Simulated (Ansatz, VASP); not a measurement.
## Ti in VASP and in Ansatz

```
Ti
1.0
     0.00000   -3.20990    0.00000
    -3.20990    0.00000    0.00000
     0.00000    0.00000   -3.20990
Ti
2
Direct
  0.52293 0.55732 0.50000
  0.97707 0.94268 0.00000
```

Change from the starting cell: mode 4 frozen in at -0.184 Å and mode 5 at -0.074 Å (largest displacements).

Alike in both runs: task single point; functional PBEsol; k mesh 14 × 14 × 14; occupations gaussian, width 0.15 eV; no spin polarisation.

|  | VASP | Ansatz |
| --- | --- | --- |
| version | VASP 6.6.1 | Ansatz 0.2.0 |
| potentials or method | VASP PAW PBE potentials, release 64 (Ti_sv), cutoff 520 eV | scalar-relativistic, plane waves, PAW |
| valence electrons in the cell | 24 | 24 |

```tsv
	VASP	Ansatz	Ansatz less VASP
gap on the k mesh at the Fermi level (eV)	none	none	-
pressure (GPa)	2.8	3.1	+0.26
traceless stress, the component that is largest in VASP (GPa)	-3.91	-3.92	-0.008
rms of the force components (eV/Å)	1.179	1.174	-0.0048
```

VASP's potentials were made for PBE, not for PBEsol, and Ansatz warns of the same on its side. Atom by atom the forces differ by 0.006 eV/Å (rms over components). A gap of «none» marks a metal or a gap that the smearing closes.
